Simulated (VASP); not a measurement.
# Sr4TmSi (Cmmm) in VASP: further runs

The runs below take Sr4TmSi through relaxation of cell and atoms, single point, with PBE.

Everything below comes from runs of VASP 6.6.1. Logs are shortened: lines on timing, memory, paths and dates and some standing lists are left out, and cuts for length are marked.

### Step 1. The cell of the first run

It takes space group Cmmm (No. 65, orthorhombic). Conventional cell: a = 5.367 Å, b = 6.538 Å, c = 10.795 Å, α = 90.00°, β = 90.00°, γ = 90.00°. Sr (site symmetry 2/m) has 2 Si at 2.11 Å and 2 Sr at 2.68 Å within 2.8 Å. Within 2.8 Å of Sr (site symmetry mm2) lie 1 Si at 2.14 Å. Within 4.3 Å of Tm (site symmetry mmm) lie 2 Sr at 3.26 Å and 4 Tm at 4.23 Å. Si (site symmetry mmm) has 6 Sr at 2.11 to 2.14 Å within 2.8 Å.

The cell was generated, and may not be a known phase.

### Step 2. Relaxation of cell and atoms, PBE

The input, INCAR:

```
  PREC = Accurate
  ENCUT = 500
  EDIFF = 1E-7
  ISMEAR = 0
  SIGMA = 0.2
  LREAL = False
  LASPH = True
  NELM = 200
  ALGO = Normal
  ISIF = 3
  LWAVE = False
  LCHARG = False
  GGA = PE
  IBRION = 2
  NSW = 36
  EDIFFG = -0.08
  GGA_COMPAT = False
  NELMIN = 4
  LMAXMIX = 6
```

The input, KPOINTS:

```
regular mesh
0
Gamma
  4 4 2
```

The input, POSCAR:

```
Sr4TmSi
1.0
    2.6834130300     -3.2691236000      0.0000000000
    2.6834130300      3.2691236000      0.0000000000
    0.0000000000      0.0000000000     10.7951667300
Sr Tm Si
4 1 1
Direct
    0.5000000000      0.0000000000      0.5000000000
    0.0000000000      0.5000000000      0.5000000000
    0.0000000000      0.0000000000      0.6982042000
    0.0000000000      0.0000000000      0.3017958000
    0.0000000000      0.0000000000      0.0000000000
    0.0000000000      0.0000000000      0.5000000000
```

Potentials or basis: VASP PAW PBE potentials, release 64 (Sr_sv, Tm_3, Si), 4f in core.

The run is started by

```bash
$ cat potpaw_PBE.64/Sr_sv/POTCAR potpaw_PBE.64/Tm_3/POTCAR potpaw_PBE.64/Si/POTCAR > POTCAR
$ mpirun -np 1 vasp_std > vasp.out
```

OUTCAR:

```text
PREC = Accurate
   ENCUT = 500
   EDIFF = 1E-7
   ISMEAR = 0
   LREAL = False
   LASPH = True
   NELM = 200
   ISIF = 3
   GGA = PE
   IBRION = 2
   NSW = 36
   EDIFFG = -0.08
   NELMIN = 4

 ion  position               nearest neighbor table
   1  0.500  0.000  0.500-   6 2.11   6 2.11   2 2.68   2 2.68   3 3.01   4 3.01   4 3.01   3 3.01
                             2 3.27   2 3.27   3 4.84   4 4.84   3 4.84   4 4.84
   2  0.000  0.500  0.500-   6 2.11   6 2.11   1 2.68   1 2.68   3 3.01   4 3.01   4 3.01   3 3.01
                             1 3.27   1 3.27   3 4.84   4 4.84   3 4.84   4 4.84
   3  0.000  0.000  0.698-   6 2.14   2 3.01   1 3.01   2 3.01   1 3.01   5 3.26   4 4.28   1 4.84
                             2 4.84   1 4.84   2 4.84
   4  0.000  0.000  0.302-   6 2.14   2 3.01   1 3.01   2 3.01   1 3.01   5 3.26   3 4.28   1 4.84
                             2 4.84   1 4.84   2 4.84
   5  0.000  0.000  0.000-   3 3.26   4 3.26
   6  0.000  0.000  0.500-   1 2.11   2 2.11   2 2.11   1 2.11   3 2.14   4 2.14

  LATTYP: Found a base centered orthorhombic cell.
 ALAT       =     5.3668260600
 B/A-ratio  =     1.2182707483
 C/A-ratio  =     2.0114620093

  Lattice vectors:

 A1 = (   2.6834130300,  -3.2691236000,   0.0000000000)
 A2 = (   2.6834130300,   3.2691236000,   0.0000000000)
 A3 = (   0.0000000000,   0.0000000000,  10.7951667300)

Analysis of symmetry for initial positions (statically):
=====================================================================
 Subroutine PRICEL returns:
 Original cell was already a primitive cell.

 Routine SETGRP: Setting up the symmetry group for a
 base centered orthorhombic supercell.

 Subroutine GETGRP returns: Found  8 space group operations
 (whereof  8 operations were pure point group operations)
 out of a pool of  8 trial point group operations.

The static configuration has the point symmetry D_2h.

Analysis of symmetry for dynamics (positions and initial velocities):
=====================================================================
 Subroutine PRICEL returns:
 Original cell was already a primitive cell.

 Routine SETGRP: Setting up the symmetry group for a
 base centered orthorhombic supercell.

 Subroutine GETGRP returns: Found  8 space group operations
 (whereof  8 operations were pure point group operations)
 out of a pool of  8 trial point group operations.

The dynamic configuration has the point symmetry D_2h.

 Subroutine INISYM returns: Found  8 space group operations
 (whereof  8 operations are pure point group operations),
 and found     1 'primitive' translations

[... 108 lines left out ...]
   IALGO  =     38    algorithm
   IMIX   =      4    mixing-type and parameters
     AMIX     =   0.40;   BMIX     =  1.00
     AMIX_MAG =   1.60;   BMIX_MAG =  1.00
  volume/ion in A,a.u.               =      31.57       213.02
  Fermi-wavevector in a.u.,A,eV,Ry     =   1.070798  2.023514 15.600542  1.146607
  Thomas-Fermi vector in A             =   2.206519
   LORBIT       =      0    0 simple, 1 ext, 2 COOP (PROOUT), +10 PAW based schemes
   GGA     = PE    functional components
   LHFCALC =     F    Hartree Fock is set to
   AEXX    =    0.0000 exact exchange contribution
   IVDW    =     0    specifies the selected vdW correction
   LEPSILON=     F    determine dielectric tensor
   LRPA    =     F    only Hartree local field effects (RPA)
 conjugate gradient relaxation of ions
 non-spin polarized calculation
 Gauss-broadening in eV      SIGMA  =   0.20
  energy-cutoff  :      500.00
  volume of cell :      189.40
 maximum number of plane-waves:      4836
 NGX is ok and might be reduce to    32
   NGX = 15   NGY = 15   NGZ = 39

--------------------------------------- Ionic step        1  -------------------------------------------

 number of electron      53.0000002 magnetization

 Free energy of the ion-electron system (eV)
  ---------------------------------------------------
  ext. energy  EPLUGINS =         0.00000000
  ---------------------------------------------------
  free energy    TOTEN  =        10.22031803 eV

  energy without entropy =       10.37051828  energy(sigma->0) =       10.29541816

------------------------ aborting loop because EDIFF is reached ----------------------------------------

  FORCE on cell =-STRESS in cart. coord.  units (eV):
  Direction    XX          YY          ZZ          XY          YZ          ZX
  --------------------------------------------------------------------------------------
  -------------------------------------------------------------------------------------
  Total       36.0475433     50.7808761     56.5223512      0.0000000      0.0000000      0.0000000
  in kB      304.9355372    429.5686283    478.1372578      0.0000000      0.0000000      0.0000000
  external PRESSURE =     404.2138077 kB  Pullay stress =       0.0000000 kB
[... 101 lines left out ...]
  FREE ENERGIE OF THE ION-ELECTRON SYSTEM (eV)
  ---------------------------------------------------
  free  energy   TOTEN  =       -10.1496593676 eV

  energy  without entropy=       -9.8834645465  energy(sigma->0) =      -10.01656196

 E-fermi :  -0.0570     XC(G=0):  -5.6598

 val. band max:       -0.0571543430   @ k =  -0.2500   0.2500   0.5000
 cond. band min:      -0.0390914847   @ k =   0.5000   0.5000   0.0000
 fundamental gap:      0.0180628583
 Fermi energy:        -0.0570301139

 k-point     1 :       0.0000    0.0000    0.0000
  band No.  band energies     occupation
      1     -37.2378      2.00000
      2     -37.2377      2.00000
      3     -36.6658      2.00000
      4     -36.6482      2.00000
      5     -27.8209      2.00000
      6     -27.8109      2.00000
[... 465 lines left out ...]
     30       0.2682      0.02146
     31       0.3575      0.00337

[... ionic steps 4 to 9 ...]

--------------------------------------- Ionic step       10  -------------------------------------------

 number of electron      52.9999992 magnetization

------------------------ aborting loop because EDIFF is reached ----------------------------------------
[... 75 lines left out ...]
--------------------------------------- Ionic step       12  -------------------------------------------

 number of electron      52.9999985 magnetization

 Free energy of the ion-electron system (eV)
  ---------------------------------------------------
  ext. energy  EPLUGINS =         0.00000000
  ---------------------------------------------------
  free energy    TOTEN  =       -11.70515177 eV

  energy without entropy =      -11.43393210  energy(sigma->0) =      -11.56954193

 E-fermi :   0.0007     XC(G=0):  -5.7248

 val. band max:       -0.0018644615   @ k =   0.5000   0.5000   0.5000
 cond. band min:       0.0129966786   @ k =   0.5000   0.5000   0.5000
 fundamental gap:      0.0148611401
 Fermi energy:         0.0007393251

 k-point     1 :       0.0000    0.0000    0.0000
  band No.  band energies     occupation
      1     -37.1003      2.00000
      2     -37.1002      2.00000
      3     -36.3756      2.00000
      4     -36.3645      2.00000
      5     -28.1056      2.00000
      6     -28.1035      2.00000
[... 498 lines left out ...]
  FREE ENERGIE OF THE ION-ELECTRON SYSTEM (eV)
  ---------------------------------------------------
  free  energy   TOTEN  =       -11.7051517686 eV

  energy  without entropy=      -11.4339320952  energy(sigma->0) =      -11.56954193

 reached required accuracy - stopping structural energy minimisation
```

OSZICAR:

```text
N       E                     dE             d eps       ncg     rms          rms(c)
DAV:   1     0.557548517630E+03    0.55755E+03   -0.23912E+04   908   0.149E+03
DAV:   2     0.576996241115E+02   -0.49985E+03   -0.49255E+03  1046   0.473E+02
DAV:   3    -0.778597671520E+01   -0.65486E+02   -0.64026E+02  1528   0.120E+02
[... 280 lines left out ...]
DAV:  12    -0.117051503590E+02   -0.14704E-05   -0.68695E-06  1067   0.421E-03    0.714E-03
DAV:  13    -0.117051516051E+02   -0.12461E-05   -0.36528E-06   865   0.319E-03    0.320E-03
DAV:  14    -0.117051519616E+02   -0.35659E-06   -0.17444E-06   833   0.243E-03    0.156E-03
DAV:  15    -0.117051517833E+02    0.17833E-06   -0.30880E-07   686   0.144E-03    0.927E-04
DAV:  16    -0.117051517686E+02    0.14756E-07   -0.16057E-07   658   0.110E-03
  12 F= -.11705152E+02 E0= -.11569542E+02  d E =-.124076E-01
```

CONTCAR:

```text
Sr4TmSi
   1.00000000000000
     4.2093751177038152   -4.2709799546976894    0.0000000000000000
     4.2093751177038152    4.2709799546976894    0.0000000000000000
     0.0000000000000000    0.0000000000000000   13.6667408806835144
  Sr              Tm              Si
     4     1     1
Direct
     0.5000000000000000    1.0000000000000000    0.5000000000000000
     1.0000000000000000    0.5000000000000000    0.5000000000000000
     0.0000000000000000    0.0000000000000000    0.7243343693341563
     0.0000000000000000    0.0000000000000000    0.2756656306658438
     1.0000000000000000    1.0000000000000000    0.0000000000000000
     1.0000000000000000    1.0000000000000000    0.5000000000000000

  0.00000000E+00  0.00000000E+00  0.00000000E+00
  0.00000000E+00  0.00000000E+00  0.00000000E+00
  0.00000000E+00  0.00000000E+00  0.00000000E+00
  0.00000000E+00  0.00000000E+00  0.00000000E+00
  0.00000000E+00  0.00000000E+00  0.00000000E+00
  0.00000000E+00  0.00000000E+00  0.00000000E+00
```

It took 17 min on 1 thread of Intel Xeon Platinum 8488C (Sapphire Rapids), shared host; peak memory 0.34 GiB.

Results:

```yaml
Free_energy: -11.7052 eV
Relaxed_volume: 81.90 Å³/atom
Relaxed_cell: a = 5.997 Å, b = 5.997 Å, c = 13.667 Å, α = 90.00°, β = 90.00°, γ = 90.83°
Space_group_after_relaxing_to_0.1_Å: Cmmm (No. 65)
Energy_gained_by_relaxing: 3654.2 meV/atom
Ionic_steps: 12
Pressure_after_relaxing: -0.1 GPa
Largest_force_after_relaxing: 0.068 eV/Å
Band_gap_on_the_k_mesh: zero (an odd number of electrons rules out a gap without spin polarisation)
```

Forces in eV/Å, atoms in the order of the input:
```
Sr   0.000  0.000  0.000
Sr   0.000  0.000  0.000
Sr   0.000  0.000 -0.068
Sr   0.000  0.000  0.068
Tm   0.000  0.000  0.000
Si   0.000  0.000  0.000
```

The path:
```tsv
step	energy change (eV)	largest force (eV/Å)	pressure (GPa)	volume (Å³)
1	0.0000	12.4125	40.42	189.40
2	-20.4193	0.5708	-0.22	500.39
3	-20.3700	0.5810	1.70	405.25
4	-20.5156	0.6148	0.35	460.23
5	-20.5194	0.6185	0.50	452.50
6	-21.0252	0.7643	0.02	471.19
7	-21.4310	0.9417	-0.55	504.19
8	-21.6491	0.6917	-0.17	484.93
9	-21.6998	0.3519	0.24	470.04
10	-21.8669	0.1250	0.23	471.83
11	-21.9131	0.0243	0.30	472.37
12	-21.9255	0.0685	-0.08	491.41
```

Final structure:
```
CELL_PARAMETERS angstrom
4.20938 -4.27098 0.00000
4.20938 4.27098 0.00000
0.00000 0.00000 13.66674
ATOMIC_POSITIONS crystal
Sr 0.50000 0.00000 0.50000
Sr 0.00000 0.50000 0.50000
Sr 0.00000 0.00000 0.72433
Sr 0.00000 0.00000 0.27567
Tm 0.00000 0.00000 0.00000
Si 0.00000 0.00000 0.50000
```

Caveat: the k points lie up to 0.26 Å⁻¹ apart in the final cell, too coarse for converged energies and pressures of a metal; the volume moved by over 15 % at a fixed basis, so the end points are rough; the highest band is partly filled, so the run has too few bands; spin-orbit coupling is left out, which moves the levels of the heavy elements; the 4f electrons are frozen in the core, so they carry no moment and show no levels; the relaxation stopped at a loose force limit of 0.08 eV/Å, so its end isn't a converged minimum.

### Step 3. Relaxation of cell and atoms, PBE

This run uses another cell than the first one, of 24.86 Å³/atom.

The input, INCAR:

```
ALGO = Normal ; EDIFF = 1E-7
EDIFFG = -0.08 ; ENCUT = 500
GGA = PE ; GGA_COMPAT = False
IBRION = 2 ; ISIF = 3
ISMEAR = 0 ; LASPH = True
LCHARG = False ; LMAXMIX = 6
LREAL = False ; LWAVE = False
NELM = 200 ; NELMIN = 4
NSW = 36 ; PREC = Accurate
SIGMA = 0.2
```

The input, KPOINTS:

```
k-points
0
Gamma
  3 3 4
```

The input, POSCAR:

```
Sr4TmSi
1.0
    4.2804991400     -4.3543549100      0.0000000000
    4.2804991400      4.3543549100      0.0000000000
    0.0000000000      0.0000000000      4.0011716800
Sr Tm Si
4 1 1
Direct
    0.6918020200      0.6918020200      0.0000000000
    0.7984370000      0.2015630000      0.5000000000
    0.2015630000      0.7984370000      0.5000000000
    0.3081979800      0.3081979800      0.0000000000
    0.0000000000      0.0000000000      0.0000000000
    0.5000000000      0.5000000000      0.5000000000
```

Potentials or basis: VASP PAW PBE potentials, release 64 (Sr_sv, Tm_3, Si), 4f in core.

The run is started by

```bash
$ cat potpaw_PBE.64/Sr_sv/POTCAR potpaw_PBE.64/Tm_3/POTCAR potpaw_PBE.64/Si/POTCAR > POTCAR
$ mpirun -np 1 vasp_std > vasp.out
```

Run time: 14 min. Hardware: 1 thread of Intel Xeon Platinum 8488C (Sapphire Rapids), shared host; peak memory 0.29 GiB.

Results (log left out):

```yaml
Free_energy: -15.0197 eV
Relaxed_volume: 47.93 Å³/atom
Relaxed_cell: a = 8.557 Å, b = 8.557 Å, c = 3.935 Å, α = 90.00°, β = 90.00°, γ = 93.59°
Space_group_after_relaxing_to_0.1_Å: Cmmm (No. 65)
Energy_gained_by_relaxing: 1585.5 meV/atom
Ionic_steps: 20
Pressure_after_relaxing: 0.2 GPa
Largest_force_after_relaxing: 0.078 eV/Å
Band_gap_on_the_k_mesh: zero (an odd number of electrons rules out a gap without spin polarisation)
```

Forces on the atoms (eV/Å):
```
Sr   0.026  0.000  0.000
Sr   0.000 -0.078  0.000
Sr   0.000  0.078  0.000
Sr  -0.026  0.000  0.000
Tm   0.000  0.000  0.000
Si   0.000  0.000  0.000
```

Stress tensor (GPa, compression positive):
```
0.25 0.00 0.00
0.00 0.08 0.00
0.00 0.00 0.16
```

Step by step:
```csv
step,energy change (eV),largest force (eV/Å),pressure (GPa),volume (Å³)
1,0.0000,2.0504,30.35,149.15
2,-8.0746,1.4396,0.62,275.54
3,-8.0759,1.4621,-0.03,286.97
4,-8.0809,1.4544,0.23,282.09
5,-8.4286,1.0442,-0.09,288.76
6,-8.9656,0.5508,-0.45,307.58
7,-9.0065,0.4372,-0.43,313.05
8,-9.1060,0.3721,0.16,303.58
9,-9.1205,0.5564,0.53,298.66
10,-9.1962,0.4499,0.19,303.44
11,-9.2419,0.3088,-0.23,310.21
12,-9.3020,0.2468,-0.16,306.79
13,-9.3553,0.5164,0.07,299.56
14,-9.3881,0.5515,0.05,298.31
15,-9.4476,0.5259,0.01,294.08
16,-9.4765,0.3894,-0.06,294.09
17,-9.4974,0.1907,-0.13,294.04
18,-9.4976,0.1728,-0.14,294.03
19,-9.5040,0.1502,-0.07,292.42
20,-9.5130,0.0781,0.17,287.59
```

Final structure:
```xyz
6
Lattice="5.8584 -6.2374 0.0000 5.8584 6.2374 0.0000 0.0000 0.0000 3.9352" Properties=species:S:1:pos:R:3 pbc="T T T"
Sr    8.2301    0.0000    0.0000
Sr    5.8584   -3.0854    1.9676
Sr    5.8584    3.0854    1.9676
Sr    3.4867    0.0000    0.0000
Tm    0.0000    0.0000    0.0000
Si    5.8584    0.0000    1.9676
```

Levels at points of the mesh, in eV from the Fermi level:
```csv
k point,band 24,band 25,band 26,band 27,band 28,band 29
"(0.00, 0.00, 0.00)",-1.01,-0.54,-0.22,-0.16,0.36,0.53
"(0.00, 0.00, 0.50)",-1.07,-0.40,-0.28,0.12,0.20,0.69
```

Caveat: the k points lie up to 0.40 Å⁻¹ apart in the final cell, too coarse for converged energies and pressures of a metal; the volume moved by over 15 % at a fixed basis, so the end points are rough; spin-orbit coupling is left out, which moves the levels of the heavy elements; the 4f electrons are frozen in the core, so they carry no moment and show no levels; the relaxation stopped at a loose force limit of 0.08 eV/Å, so its end isn't a converged minimum.

### Step 4. Single point, PBE

This run uses another cell than the first one, of 77.40 Å³/atom.

The input, INCAR:

```
PREC = Accurate ; ENCUT = 500
EDIFF = 1E-6 ; ISMEAR = 0
SIGMA = 0.2 ; LREAL = F
LASPH = T ; NELM = 200
ALGO = Normal ; ISIF = 2
LWAVE = F ; LCHARG = F
GGA = PE ; NBANDS = 36
GGA_COMPAT = F ; LMAXMIX = 6
```

The input, KPOINTS:

```
regular mesh
0
Gamma
  4 4 2
```

The input, POSCAR:

```
Sr4TmSi
1.0
    4.0073153553     -4.3298889958      0.0000000000
    4.0073153553      4.3298889958      0.0000000000
    0.0000000000      0.0000000000     13.3820440151
Sr Tm Si
4 1 1
Direct
    0.5000000000      0.0000000000      0.5000000000
    0.0000000000      0.5000000000      0.5000000000
    0.0000000000      0.0000000000      0.7253721172
    0.0000000000      0.0000000000      0.2746278828
    0.0000000000      0.0000000000      0.0000000000
    0.0000000000      0.0000000000      0.5000000000
```

The run is started by

```bash
$ cat potpaw_PBE.64/Sr_sv/POTCAR potpaw_PBE.64/Tm_3/POTCAR potpaw_PBE.64/Si/POTCAR > POTCAR
$ mpirun -np 1 vasp_std > vasp.out
```

Wall time 4.9 min (1 thread of Intel Xeon Platinum 8488C (Sapphire Rapids), shared host); peak memory 0.65 GiB.

The run converged. Its results:

```
Free energy            : -11.7347 eV
Pressure               : 0.5 GPa
Largest force          : 0.031 eV/Å
Band gap on the k mesh : zero (an odd number of electrons rules out a gap without spin polarisation)
```

Forces in eV/Å, atoms in the order of the input:
```
Sr   0.000  0.000  0.000
Sr   0.000  0.000  0.000
Sr   0.000  0.000  0.031
Sr   0.000  0.000 -0.031
Tm   0.000  0.000  0.000
Si   0.000  0.000  0.000
```

Stress tensor (GPa, compression positive):
```
0.71 0.00 0.00
0.00 0.34 0.00
0.00 0.00 0.49
```

Levels at points of the mesh, in eV from the Fermi level:
```
           k point  band 23  band 24  band 25  band 26  band 27  band 28  band 29  band 30
(0.00, 0.00, 0.00)    -1.46    -0.66    -0.64    -0.23    -0.02     0.20     0.29     0.31
(0.50, 0.00, 0.00)    -2.05    -0.95    -0.26    -0.25    -0.20     0.16     0.20     0.20
(0.50, 0.50, 0.00)    -2.13    -1.93    -0.02     0.00     0.04     0.19     0.31     0.39
(0.00, 0.00, 0.50)    -1.61    -0.67    -0.65    -0.43    -0.08     0.23     0.31     0.39
(0.50, 0.00, 0.50)    -1.55    -0.96    -0.67    -0.27    -0.21     0.22     0.27     0.34
(0.50, 0.50, 0.50)    -2.34    -1.47    -0.05     0.03     0.07     0.12     0.27     0.39
```

Caveat: spin-orbit coupling is left out, which moves the levels of the heavy elements; the 4f electrons are frozen in the core, so they carry no moment and show no levels. Spin polarisation is off, so any magnetic state and its effect on volume and gap are missing.

### Step 5. Summary

| task | cell | k mesh | gap on the mesh (eV) | pressure (GPa) | relaxed volume (Å³/atom) | largest force (eV/Å) |
| --- | --- | --- | --- | --- | --- | --- |
| relaxation of cell and atoms | relaxed from a = 4.229, b = 4.229, c = 10.795 Å, angles 90.0, 90.0, 101.2°, 6 atoms, atomic positions A | 4 × 4 × 2 | none | -0.1 | 81.90 | 0.07 |
| relaxation of cell and atoms | relaxed from a = 6.106, b = 6.106, c = 4.001 Å, angles 90.0, 90.0, 91.0°, 6 atoms, atomic positions B | 3 × 3 × 4 | none | 0.2 | 47.93 | 0.08 |
| single point | a = 5.900, b = 5.900, c = 13.382 Å, angles 90.0, 90.0, 94.4°, 6 atoms, atomic positions C | 4 × 4 × 2 | none | 0.5 | - | 0.03 |

Alike in all rows: level PBE; potentials or basis VASP PAW PBE potentials, release 64 (Sr_sv, Tm_3, Si), 4f in core; no spin polarisation; cutoff (eV) 500; smearing gaussian 0.2 eV.

Caveats: some runs use coarse meshes; spin-orbit coupling is left out, which moves the levels of the heavy elements; the 4f electrons are frozen in the core, so they carry no moment and show no levels; the volume moved by over 15 % at a fixed basis, so the end points are rough (at least some runs); the relaxation stopped at a loose force limit of 0.08 eV/Å, so its end isn't a converged minimum (at least some runs); the highest band is partly filled, so the run has too few bands (at least some runs).

Total energies depend on the potentials used, so only differences within one code and one set of settings carry meaning.

The gap in the log of VASP goes by the Fermi energy; the results here count the filled bands.